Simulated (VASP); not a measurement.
A run of VASP 6.6.1 is set up as follows.

The input INCAR:

```
PREC = Accurate
ENCUT = 520
EDIFF = 1E-6
ISMEAR = 0
SIGMA = 0.020999999999999998
LREAL = False
LASPH = True
NELM = 100
ALGO = Normal
ISIF = 2
LWAVE = False
LCHARG = True
GGA = PE
LELF = True
LVHAR = True
NBANDS = 21
```

File KPOINTS:

```
Automatic mesh
0
Gamma
  11 11 6
```

Contents of POSCAR:

```
Ru
1.0
    2.7058000000      0.0000000000      0.0000000000
   -1.3529000000      2.3432915376      0.0000000000
    0.0000000000      0.0000000000      4.2819000000
Ru
2
Direct
    0.6666666667      0.3333333333      0.7500000000
    0.3333333333      0.6666666667      0.2500000000
```

Potentials or basis: VASP PAW PBE potentials, release 64 (Ru_pv).

The run is started by

```console
$ cat potpaw_PBE.64/Ru_pv/POTCAR > POTCAR
$ mpirun -np 1 vasp_std > vasp.out
```

Question: Estimate the band gap on the k mesh.

Answer: Zero (band 14 reaches 14.34 eV, above the bottom of band 15 at 11.27 eV).

Question: What does it give for the pressure?

Answer: 4.4 GPa.

Stress tensor (GPa, compression positive):
```
4.46 0.00 0.00
0.00 4.46 0.00
0.00 0.00 4.37
```
